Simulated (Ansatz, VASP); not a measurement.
## Ag: VASP beside Ansatz

```
Ag
1.0
     0.00000    2.02904    2.02904
     2.02904    0.00000    2.02904
     2.02904    2.02904    0.00000
Ag
1
Direct
  0.00000 0.00000 0.00000
```

Alike in both runs: task single point; functional revPBE; k mesh 11 × 11 × 11; occupations fermi-dirac, width 0.05 eV; no spin polarisation.

```csv
,VASP,Ansatz
version,VASP 6.6.1,Ansatz 0.2.0
potentials or method,"VASP PAW PBE potentials, release 64 (Ag)",Ansatz PAW
plane-wave cutoff (eV),520,420
valence electrons in the cell,11,19
```

|  | VASP | Ansatz | Ansatz less VASP |
| --- | --- | --- | --- |
| gap on the k mesh at the Fermi level (eV) | none | none | - |
| pressure (GPa) | 9.8 | 9.9 | +0.18 |

VASP's potentials were made for PBE, not for revPBE. A gap of «none» marks a metal or a gap that the smearing closes. VASP's potentials hold 11 valence electrons a cell and Ansatz's 19, so a difference there can come from the potentials and not from the codes.
